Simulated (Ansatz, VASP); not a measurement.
## GaP in VASP and in Ansatz

File INCAR:

```
PREC = Accurate
ENCUT = 520
EDIFF = 1E-6
ISMEAR = 0
SIGMA = 0.02
LREAL = False
LASPH = True
NELM = 60
ALGO = Normal
ISIF = 2
LWAVE = False
LCHARG = True
GGA = PE
LELF = True
LVHAR = True
NBANDS = 26
```

File KPOINTS:

```
regular mesh
0
Gamma
  8 8 6
```

File POSCAR:

```
GaP
1.0
    2.8351352458      2.8351352458      0.0000000000
   -2.8351352458      2.8351352458      0.0000000000
    0.0000000000      0.0000000000      5.3658381926
Ga P
2 2
Direct
    0.0000000000      0.0000000000      0.0000000000
    0.5000000000      0.5000000000      0.5000000000
    0.5000000000      0.0000000000      0.7500000000
    0.0000000000      0.5000000000      0.2500000000
```

Input for Ansatz:

```yaml
crystal:
  lattice:
    - [2.8351352458, 2.8351352458, 0.0]
    - [-2.8351352458, 2.8351352458, 0.0]
    - [0.0, 0.0, 5.3658381926]
  atoms:
    - { symbol: Ga, position: [0.0, 0.0, 0.0] }
    - { symbol: Ga, position: [0.5, 0.5, 0.5] }
    - { symbol: P, position: [0.5, 0.0, 0.75] }
    - { symbol: P, position: [0.0, 0.5, 0.25] }
basis:
  ecutwfc: 420
kpoints:
  mp_grid: { grid: [8, 8, 6] }
  band_path: { path: [VBM, CBM], npoints: 2 }
hamiltonian:
  xc: pbe
scf:
  occupations: { method: gaussian, width: 0.02 }
output:
  forces: true
  stress: true
  eigenvalues: true
checkpoint:
  read: start.run
  write: ck
  compress: false
  write_wavefunctions: false
  write_every: 100000
```

Alike in both runs: task single point; functional PBE; k mesh 8 × 8 × 6; occupations gaussian, width 0.02 eV; no spin polarisation.

|  | VASP | Ansatz |
| --- | --- | --- |
| version | VASP 6.6.1 | Ansatz 0.2.0 |
| potentials or method | VASP PAW PBE potentials, release 64 (Ga_d, P), cutoff 520 eV | scalar-relativistic, plane waves, PAW |
| valence electrons in the cell | 36 | 36 |

|  | VASP | Ansatz | Ansatz less VASP |
| --- | --- | --- | --- |
| gap on the k mesh at the Fermi level (eV) | 1.11 | 1.11 | +0.003 |
| least direct gap on the mesh (eV) | 1.11 | 1.11 | +0.003 |
| pressure (GPa) | -2.3 | -2.4 | -0.08 |
| traceless stress, the component that is largest in VASP (GPa) | 2.39 | 2.39 | -0.002 |
